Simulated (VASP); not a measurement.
A run of VASP 6.6.1 is set up as follows.

File INCAR:

```
PREC = Accurate ; ENCUT = 600
EDIFF = 1E-6 ; ISMEAR = -1
SIGMA = 0.05 ; LREAL = False
LASPH = True ; NELM = 100
ALGO = Normal ; ISIF = 3
LWAVE = False ; LCHARG = False
GGA = CA ; IBRION = 2
NSW = 60 ; EDIFFG = -0.005
PSTRESS = 1600.0
```

KPOINTS

```
Automatic mesh
0
Gamma
  22 22 22
```

Contents of POSCAR:

```
Be
1.0
    1.6670846088      0.0000000000      0.0000000000
    0.0000000000      1.6670846088      0.0000000000
    0.0000000000      0.0000000000      1.6670846088
Be
1
Direct
    0.0000000000      0.0000000000      0.0000000000
```

Potentials or basis: VASP PAW LDA potentials, release 64 (Be).

Launch:

```console
$ cat potpaw_LDA.64/Be/POTCAR > POTCAR
$ mpirun -np 1 vasp_std > vasp.out
```

Question: What does it give for the relaxed volume?

Answer: 5.00 Å³/atom.

Question: Estimate the space group after relaxing (to 0.05 Å).

Answer: Pm-3m (No. 221).

Step by step:
```
step  energy change (eV)  largest force (eV/Å)  pressure (GPa)  volume (Å³)
   1              0.0000                0.0000          197.41         4.63
   2             -0.7612                0.0000          127.16         5.40
   3             -0.4087                0.0000          159.65         5.00
   4             -0.4011                0.0000          160.31         4.99
   5             -0.4012                0.0000          160.31         4.99
   6             -0.4014                0.0000          160.29         4.99
   7             -0.4014                0.0000          160.29         4.99
   8             -0.4014                0.0000          160.29         4.99
   9             -0.4014                0.0000          160.29         4.99
  10             -0.4014                0.0000          160.29         4.99
  11             -0.4014                0.0000          160.29         4.99
  12             -0.4015                0.0000          160.28         4.99
  13             -0.4016                0.0000          160.27         4.99
  14             -0.4017                0.0000          160.26         5.00
  15             -0.4021                0.0000          160.23         5.00
  16             -0.4029                0.0000          160.16         5.00
```

Caveat: the cell is relaxed towards a set pressure, so the enthalpy falls and the energy may rise.
